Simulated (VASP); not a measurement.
Here is a VASP 6.6.1 calculation.

File INCAR:

```
PREC = Accurate
ENCUT = 500
EDIFF = 1E-6
ISMEAR = 0
SIGMA = 0.01
LREAL = False
LASPH = True
NELM = 120
ALGO = Normal
ISIF = 2
LWAVE = False
LCHARG = False
GGA = PS
NBANDS = 15
GGA_COMPAT = False
```

The input KPOINTS:

```
regular mesh
0
Gamma
  6 6 6
```

Contents of POSCAR:

```
CsBr
1.0
    4.3284384035      0.0000000000      0.0000000000
    0.0000000000      4.3284384035      0.0000000000
    0.0000000000      0.0000000000      4.3284384035
Cs Br
1 1
Direct
    0.0000000000      0.0000000000      0.0000000000
    0.5000000000      0.5000000000      0.5000000000
```

Potentials or basis: VASP PAW PBE potentials, release 64 (Cs_sv, Br).

Command:

```console
$ cat potpaw_PBE.64/Cs_sv/POTCAR potpaw_PBE.64/Br/POTCAR > POTCAR
$ mpirun -np 1 vasp_std > vasp.out
```

Question: What does it give for the pressure?

Answer: -0.8 GPa.

Question: Predict the band gap on the k mesh.

Answer: 4.21 eV, indirect (least direct gap 4.23 eV).

Caveat: the PAW data sets were made with another functional, which shifts forces and pressure a little; spin-orbit coupling is left out, which moves the levels of the heavy elements. A k mesh can miss the band edges.
